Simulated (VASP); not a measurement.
# WC (P-6m2) in VASP: notebook

Runs on WC. Level: r2SCAN. Tasks: single point.

All numbers are computed with VASP 6.6.1; they aren't measurements. Logs are shortened: lines on timing, memory, paths and dates and some standing lists are left out, and cuts for length are marked.

## (1) The cell of the first run

Symmetry: P-6m2, No. 187, hexagonal system. The conventional cell has a = 2.919 Å, b = 2.919 Å, c = 2.849 Å, α = 90.00°, β = 90.00°, γ = 120.00°. Within 2.9 Å of W (site symmetry -6m2) lie 6 C at 2.21 Å and 2 W at 2.85 Å. Within 2.9 Å of C (site symmetry -6m2) lie 6 W at 2.21 Å and 2 C at 2.85 Å.

## (2) Single point, r2SCAN

POSCAR reads:

```
WC
1.0
    2.9191585100      0.0000000000      0.0000000000
   -1.4595792600      2.5280674100      0.0000000000
    0.0000000000      0.0000000000      2.8490600300
W C
1 1
Direct
    0.0000000000      0.0000000000      0.0000000000
    0.6666700000      0.3333300000      0.5000000000
```

INCAR.step1 reads:

```
PREC     = Accurate       # precision mode
ENCUT    = 520            # plane-wave cutoff, eV
ISMEAR   = 1              # smearing method
SIGMA    = 0.02           # smearing width, eV
LREAL    = False          # projectors in reciprocal space
LASPH    = True           # aspherical terms in the spheres
NELM     = 80             # most SCF steps
NBANDS   = 16             # bands
GGA      = PE             # functional
ALGO     = Normal         # electronic algorithm
EDIFF    = 1E-4           # SCF threshold, eV
LWAVE    = True           # write WAVECAR
LCHARG   = False          # write CHGCAR
```

INCAR.step2 reads:

```
PREC     = Accurate       # precision mode
ENCUT    = 520            # plane-wave cutoff, eV
EDIFF    = 1E-6           # SCF threshold, eV
ISMEAR   = 1              # smearing method
SIGMA    = 0.02           # smearing width, eV
LREAL    = False          # projectors in reciprocal space
LASPH    = True           # aspherical terms in the spheres
NELM     = 80             # most SCF steps
ALGO     = Normal         # electronic algorithm
ISIF     = 2              # what is computed and relaxed
LWAVE    = False          # write WAVECAR
LCHARG   = False          # write CHGCAR
METAGGA  = R2SCAN         # meta-GGA
LMIXTAU  = True         
NBANDS   = 16             # bands
ISTART   = 1
```

KPOINTS reads:

```
Automatic mesh
0
Gamma
  10 10 9
```

Potentials or basis: VASP PAW PBE potentials, release 64 (W_sv, C).

Run with:

```console
$ cat potpaw_PBE.64/W_sv/POTCAR potpaw_PBE.64/C/POTCAR > POTCAR
$ cp INCAR.step1 INCAR
$ mpirun -np 1 vasp_std > vasp.out
$ cp INCAR.step2 INCAR
$ mpirun -np 1 vasp_std > vasp.out
```

OUTCAR:

```text
PREC = Accurate
   ENCUT = 520
   EDIFF = 1E-6
   ISMEAR = 1
   LREAL = False
   LASPH = True
   NELM = 80
   ISIF = 2
   METAGGA = R2SCAN
   ISTART = 1

 ion  position               nearest neighbor table
   1  0.000  0.000  0.000-   2 2.21   2 2.21   2 2.21   2 2.21   2 2.21   2 2.21
   2  0.667  0.333  0.500-   1 2.21   1 2.21   1 2.21   1 2.21   1 2.21   1 2.21

  LATTYP: Found a hexagonal cell.
 ALAT       =     2.9191585100
 C/A-ratio  =     0.9759867511

  Lattice vectors:

 A1 = (   2.9191585100,   0.0000000000,   0.0000000000)
 A2 = (  -1.4595792600,   2.5280674100,   0.0000000000)
 A3 = (   0.0000000000,   0.0000000000,   2.8490600300)

Analysis of symmetry for initial positions (statically):
=====================================================================
 Subroutine PRICEL returns:
 Original cell was already a primitive cell.

 Routine SETGRP: Setting up the symmetry group for a
 hexagonal supercell.

 Subroutine GETGRP returns: Found  4 space group operations
 (whereof  4 operations were pure point group operations)
 out of a pool of 24 trial point group operations.

The static configuration has the point symmetry C_2v.

Analysis of symmetry for dynamics (positions and initial velocities):
=====================================================================
 Subroutine PRICEL returns:
 Original cell was already a primitive cell.

 Routine SETGRP: Setting up the symmetry group for a
 hexagonal supercell.

 Subroutine GETGRP returns: Found  4 space group operations
 (whereof  4 operations were pure point group operations)
 out of a pool of 24 trial point group operations.

The dynamic configuration has the point symmetry C_2v.

 Subroutine INISYM returns: Found  4 space group operations
 (whereof  4 operations are pure point group operations),
 and found     1 'primitive' translations

----------------------------------------------------------------------------------------

                                     Primitive cell

  volume of cell :      21.0256

  direct lattice vectors                    reciprocal lattice vectors
     2.919158510  0.000000000  0.000000000     0.342564474  0.197779537  0.000000000
    -1.459579260  2.528067410  0.000000000     0.000000000  0.395559073  0.000000000
     0.000000000  0.000000000  2.849060030     0.000000000  0.000000000  0.350992955

  length of vectors
     2.919158510  2.919160230  2.849060030     0.395559306  0.395559073  0.350992955

[... 75 lines left out ...]
   LNONCOLLINEAR =      F non collinear calculations
   LSORBIT =      F    spin-orbit coupling
   LASPH  =      T    aspherical Exc in radial PAW
   ENCUT  =  520.0 eV  38.22 Ry    6.18 a.u.   5.43  5.43  5.30*2*pi/ulx,y,z
   NELM   =     80;   NELMIN=  2; NELMDL=  0     # of ELM steps
   EDIFF  = 0.1E-05   stopping-criterion for ELM
   LREAL  =      F    real-space projection
   EDIFFG = 0.1E-04   stopping-criterion for IOM
   NSW    =      0    number of steps for IOM
   IBRION =     -1    ionic relax: 0-MD 1-quasi-New 2-CG
   NFREE  =      0    steps in history (QN), initial steepest desc. (CG)
   ISIF   =      2    stress and relaxation
   ISYM   =      2    0-nonsym 1-usesym 2-fastsym
   POTIM  = 0.5000    time-step for ionic-motion
   TEBEG  =    0.0;   TEEND  =   0.0 temperature during run
   PSTRESS=    0.0 pullay stress
   NELECT =      18.0000    total number of electrons
   NUPDOWN=      -1.0000    fix difference up-down
   EMIN   =  10.00;   EMAX   =-10.00  energy-range for DOS
   EFERMI =   0.00;   METHOD = LEGACY
   ISMEAR =     1;   SIGMA  =   0.02  broadening in eV -4-tet -1-fermi 0-gaus
   EFERMI_NEDOS =   21; number of points for ismear=-14 and -15
   IALGO  =     38    algorithm
   IMIX   =      4    mixing-type and parameters
     AMIX     =   0.40;   BMIX     =  1.00
     AMIX_MAG =   1.60;   BMIX_MAG =  1.00
  volume/ion in A,a.u.               =      10.51        70.94
  Fermi-wavevector in a.u.,A,eV,Ry     =   1.554472  2.937527 32.876907  2.416385
  Thomas-Fermi vector in A             =   2.658554
   LORBIT       =      0    0 simple, 1 ext, 2 COOP (PROOUT), +10 PAW based schemes
   METAGGA = R2SCAN    functional components
   LHFCALC =     F    Hartree Fock is set to
   AEXX    =    0.0000 exact exchange contribution
   IVDW    =     0    specifies the selected vdW correction
   LEPSILON=     F    determine dielectric tensor
   LRPA    =     F    only Hartree local field effects (RPA)
 non-spin polarized calculation
 Methfessel and Paxton  Order N= 1 SIGMA  =   0.02
  energy-cutoff  :      520.00
  volume of cell :       21.03
 maximum number of plane-waves:       587
 NGX is ok and might be reduce to    24
   NGX = 11   NGY = 11   NGZ = 11

 number of electron      18.0000000 magnetization

 Free energy of the ion-electron system (eV)
  ---------------------------------------------------
  ext. energy  EPLUGINS =         0.00000000
  ---------------------------------------------------
  free energy    TOTEN  =       -61.61581421 eV

  energy without entropy =      -61.61582139  energy(sigma->0) =      -61.61581661

 E-fermi :  10.8382     XC(G=0): -14.8864

 val. band max:       10.8092858890   @ k =   0.4000   0.4000   0.0000
 cond. band min:      10.8505300259   @ k =   0.1000   0.0000   0.3333
 fundamental gap:      0.0412441369
 Fermi energy:        10.8382133591

 k-point     1 :       0.0000    0.0000    0.0000
  band No.  band energies     occupation
      1     -65.1950      2.00000
      2     -28.5043      2.00000
      3     -28.3989      2.00000
      4     -28.3989      2.00000
      5      -4.3617      2.00000
      6       6.3618      2.00000
[... 433 lines left out ...]
      3     -28.6321      2.00000
      4     -28.4145      2.00000
      5      -1.8228      2.00000
      6       4.3662      2.00000
[... 8 lines left out ...]
     15      26.7322      0.00000
     16      28.3474      0.00000

 [... further k-points ...]
[... 5 lines left out ...]
  --------------------------------------------------------------------------------------
  -------------------------------------------------------------------------------------
  Total       -0.1452342     -0.1453455     -0.5381047     -0.0000962      0.0000000      0.0000000
  in kB      -11.0670424    -11.0755219    -41.0043034     -0.0073284      0.0000000      0.0000000
  external PRESSURE =     -21.0489559 kB  Pullay stress =       0.0000000 kB

 VOLUME and BASIS-vectors are now :
 -----------------------------------------------------------------------------
  energy-cutoff  :      520.00
  volume of cell :       21.03
      direct lattice vectors                 reciprocal lattice vectors
     2.919158510  0.000000000  0.000000000     0.342564474  0.197779537  0.000000000
    -1.459579260  2.528067410  0.000000000     0.000000000  0.395559073  0.000000000
     0.000000000  0.000000000  2.849060030     0.000000000  0.000000000  0.350992955

 POSITION                                       TOTAL-FORCE (eV/Angst)
 -----------------------------------------------------------------------------------
      0.00000      0.00000      0.00000         0.000222     -0.000128      0.000000
      1.45959      0.84268      1.42453        -0.000222      0.000128      0.000000
 -----------------------------------------------------------------------------------
    total drift:                               -0.000002      0.000008      0.000000

  FREE ENERGIE OF THE ION-ELECTRON SYSTEM (eV)
  ---------------------------------------------------
  free  energy   TOTEN  =       -61.6158142135 eV

  energy  without entropy=      -61.6158213945  energy(sigma->0) =      -61.61581661
```

OUTCAR.step1:

```text
PREC = Accurate
   ENCUT = 520
   ISMEAR = 1
   LREAL = False
   LASPH = True
[... 679 lines left out ...]
      0.00000      0.00000      0.00000         0.000215     -0.000124      0.000000
      1.45959      0.84268      1.42453        -0.000215      0.000124      0.000000
 -----------------------------------------------------------------------------------
    total drift:                                0.000003      0.000006      0.000000

  FREE ENERGIE OF THE ION-ELECTRON SYSTEM (eV)
  ---------------------------------------------------
  free  energy   TOTEN  =       -22.4522145623 eV

  energy  without entropy=      -22.4521147288  energy(sigma->0) =      -22.45218128
```

Run time: 2.9 min. Hardware: 1 thread of AMD EPYC 7R43 (Zen 3), shared host; peak memory 0.15 GiB.

What came out:

- Free energy: -61.6158 eV
- Pressure: -2.1 GPa
- Band gap on the k mesh: zero (band 9 reaches 11.47 eV, above the bottom of band 10 at 10.27 eV)

Levels at points of the mesh, in eV from the Fermi level:
| k point | band 7 | band 8 | band 9 | band 10 | band 11 | band 12 |
| --- | --- | --- | --- | --- | --- | --- |
| (0.00, 0.00, 0.00) | -3.49 | -3.49 | 0.04 | 3.29 | 3.29 | 5.83 |
| (0.50, 0.00, 0.00) | -3.76 | -3.69 | -0.56 | 2.39 | 4.61 | 4.97 |
| (0.50, 0.50, 0.00) | -3.76 | -3.69 | -0.56 | 2.39 | 4.61 | 4.97 |

Caveat: the PAW data sets were made with another functional, which shifts forces and pressure a little; spin-orbit coupling is left out, which moves the levels of the heavy elements.

## (3) Single point, r2SCAN

POSCAR reads:

```
WC
1.0
    2.9191596547      0.0000000029      0.0000000000
   -1.4595798298      2.5280664172      0.0000000000
    0.0000000000      0.0000000000      2.8490600300
W C
1 1
Direct
    0.0000000000      0.0000000000      0.0000000000
    0.6666666667      0.3333333333      0.5000000000
```

INCAR.step1 reads:

```
ALGO     = Normal         # electronic algorithm
EDIFF    = 1E-5           # SCF threshold, eV
ENCUT    = 660            # plane-wave cutoff, eV
GGA      = PE             # functional
GGA_COMPAT= False        
ISMEAR   = 1              # smearing method
LASPH    = True           # aspherical terms in the spheres
LCHARG   = False          # write CHGCAR
LREAL    = False          # projectors in reciprocal space
LWAVE    = True           # write WAVECAR
NBANDS   = 16             # bands
NELM     = 120            # most SCF steps
PREC     = Accurate       # precision mode
SIGMA    = 0.02           # smearing width, eV
```

INCAR.step2 reads:

```
ALGO     = Normal         # electronic algorithm
EDIFF    = 1E-6           # SCF threshold, eV
ENCUT    = 660            # plane-wave cutoff, eV
GGA_COMPAT= False        
ISIF     = 2              # what is computed and relaxed
ISMEAR   = 1              # smearing method
ISTART   = 1            
LASPH    = True           # aspherical terms in the spheres
LCHARG   = True           # write CHGCAR
LELF     = True           # ELF
LMIXTAU  = True         
LREAL    = False          # projectors in reciprocal space
LVHAR    = True         
LWAVE    = False          # write WAVECAR
METAGGA  = R2SCAN         # meta-GGA
NBANDS   = 16             # bands
NELM     = 120            # most SCF steps
PREC     = Accurate       # precision mode
SIGMA    = 0.02           # smearing width, eV
```

KPOINTS reads:

```
k-points
0
Gamma
  10 10 9
```

Potentials or basis: VASP PAW PBE potentials, release 64 (W_sv, C).

Run with:

```console
$ cat potpaw_PBE.64/W_sv/POTCAR potpaw_PBE.64/C/POTCAR > POTCAR
$ cp INCAR.step1 INCAR
$ mpirun -np 1 vasp_std > vasp.out
$ cp INCAR.step2 INCAR
$ mpirun -np 1 vasp_std > vasp.out
```

Run time: 50 s. Hardware: 1 thread of Intel Xeon Platinum 8559C (Emerald Rapids), shared host; peak memory 0.16 GiB.

Results (log left out):

| Property | Result |
| --- | --- |
| Free energy | -61.6201 eV |
| Pressure | -2.2 GPa |
| Band gap on the k mesh | zero (band 9 reaches 11.47 eV, above the bottom of band 10 at 10.27 eV) |

Stress tensor (GPa, compression positive):
```
-1.23  0.00  0.00
 0.00 -1.23  0.00
 0.00  0.00 -4.24
```

Levels at points of the mesh, in eV from the Fermi level:
```tsv
k point	band 7	band 8	band 9	band 10	band 11	band 12
(0.00, 0.00, 0.00)	-3.49	-3.49	0.03	3.29	3.29	5.82
(0.50, 0.00, 0.00)	-3.77	-3.69	-0.56	2.39	4.60	4.97
```

Caveat: the PAW data sets were made with another functional, which shifts forces and pressure a little; spin-orbit coupling is left out, which moves the levels of the heavy elements.
